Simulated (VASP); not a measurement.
Set up this calculation in VASP 6.6.1, as the native input.

| Item | Value |
| --- | --- |
| Task | single point |
| Functional | PBE |
| Potentials or basis | VASP PAW PBE potentials, release 64 (Pt) |
| Cutoff | 500 eV |
| k mesh | 8 × 8 × 8 |
| Occupations | gaussian, width 0.1 eV |
| Spin | no spin polarisation |
| Dipole correction | no |
| Further INCAR settings | ALGO = Normal; EDIFF = 1e-06; NBANDS = 11 |

The structure of Pt lies in POSCAR:

```
Pt
1.0
    0.0000000000      1.9836410160      1.9836410160
    1.9836410160      0.0000000000      1.9836410160
    1.9836410160      1.9836410160      0.0000000000
Pt
1
Direct
    0.0000000000      0.0000000000      0.0000000000
```

The input as run:

INCAR

```
  ALGO = Normal
  EDIFF = 1E-6
  ENCUT = 500
  GGA = PE
  GGA_COMPAT = F
  ISIF = 2
  ISMEAR = 0
  LASPH = T
  LCHARG = F
  LREAL = F
  LWAVE = F
  NBANDS = 11
  NELM = 120
  PREC = Accurate
  SIGMA = 0.1
```

KPOINTS

```
k-points
0
Gamma
  8 8 8
```

Potentials or basis: VASP PAW PBE potentials, release 64 (Pt).

The run is started by

```bash
$ cat potpaw_PBE.64/Pt/POTCAR > POTCAR
$ mpirun -np 1 vasp_std > vasp.out
```

It gave:

```json
{
 "Pressure": "-0.6 GPa",
 "Band gap on the k mesh": "zero (band 5 reaches 11.03 eV, above the bottom of band 6 at 8.94 eV)"
}
```

Caveat: spin-orbit coupling is left out, which moves the levels of the heavy elements.

It took 5.1 s on 1 thread of Intel(R) Xeon(R) Platinum 8259CL CPU @ 2.50GHz (Skylake/Cascade Lake), on a shared host, peak memory 0.12 GiB.
